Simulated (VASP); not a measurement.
Input of a VASP 6.6.1 run:

INCAR

```
PREC = Accurate ; ENCUT = 600
EDIFF = 1E-6 ; ISMEAR = -1
SIGMA = 0.05 ; LREAL = F
LASPH = T ; NELM = 80
ALGO = Normal ; ISIF = 3
LWAVE = F ; LCHARG = F
GGA = B5 ; ALDAX = 1.0
AGGAX = 1.0 ; AGGAC = 1.0
ALDAC = 0.0 ; IVDW = 12
VDW_S6 = 1.0 ; VDW_S8 = 2.6996
VDW_A1 = 0.4298 ; VDW_A2 = 4.2359
IBRION = 2 ; NSW = 60
EDIFFG = -0.01
```

File KPOINTS:

```
regular mesh
0
Gamma
  9 9 5
```

File POSCAR:

```
CuO
1.0
    3.2880244300      0.0000000000      0.0000000000
   -1.6440122100      2.8475126800      0.0000000000
    0.0000000000      0.0000000000      5.3850248600
Cu O
2 2
Direct
    0.6666666667      0.3333333333      0.0000000000
    0.3333333333      0.6666666667      0.5000000000
    0.6666666667      0.3333333333      0.6252000000
    0.3333333333      0.6666666667      0.1252000000
```

Potentials or basis: VASP PAW PBE potentials, release 64 (Cu, O).

The run is started by

```bash
$ cat potpaw_PBE.64/Cu/POTCAR potpaw_PBE.64/O/POTCAR > POTCAR
$ mpirun -np 1 vasp_std > vasp.out
```

(1) Estimate the band gap on the k mesh.

(2) Predict the relaxed volume.

## Answers

(1) zero (bands 17 and 18 overlap by 1.32 eV).

(2) 11.38 Å³/atom.

Caveat: the PAW data sets were made with another functional, which shifts forces and pressure a little; semilocal functionals often make such compounds metallic where correlation or magnetic order opens a gap, which also shifts bond lengths.
